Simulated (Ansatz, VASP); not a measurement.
## Cs2AgBiBr6 in VASP and in Ansatz

```
Cs Ag Bi Br
1.0
     0.00000    5.59391    5.59391
     5.59391    0.00000    5.59391
     5.59391    5.59391    0.00000
Cs Ag Bi Br
2 1 1 6
Direct
  0.25000 0.25000 0.25000
  0.75000 0.75000 0.75000
  0.50000 0.50000 0.50000
  0.00000 0.00000 0.00000
  0.25390 0.74610 0.25390
  0.25390 0.74610 0.74610
  0.74610 0.25390 0.74610
  0.74610 0.25390 0.25390
  0.25390 0.25390 0.74610
  0.74610 0.74610 0.25390
```

Alike in both runs: functional PBEsol; k mesh 4 × 4 × 4; occupations fermi-dirac, width 0.02 eV; no spin polarisation.

Ansatz relaxed the structure, and its values are those at the end. VASP's run is a single point on that final structure, the one shown.

|  | VASP | Ansatz |
| --- | --- | --- |
| version | VASP 6.6.1 | Ansatz 0.2.0 |
| potentials or method | VASP PAW PBE potentials, release 64 (Cs_sv, Ag, Bi_d, Br), cutoff 520 eV | PAW plane waves |
| valence electrons in the cell | 86 | 94 |

```csv
,VASP,Ansatz,Ansatz less VASP
gap on the k mesh at the Fermi level (eV),1.10,1.10,+0.001
pressure (GPa),0.0,0.0,-0.01
```

VASP's potentials were made for PBE, not for PBEsol, and Ansatz warns of the same on its side. VASP's potentials hold 86 valence electrons a cell and Ansatz's 94, so a difference there can come from the potentials and not from the codes.

Spin-orbit coupling is off throughout.
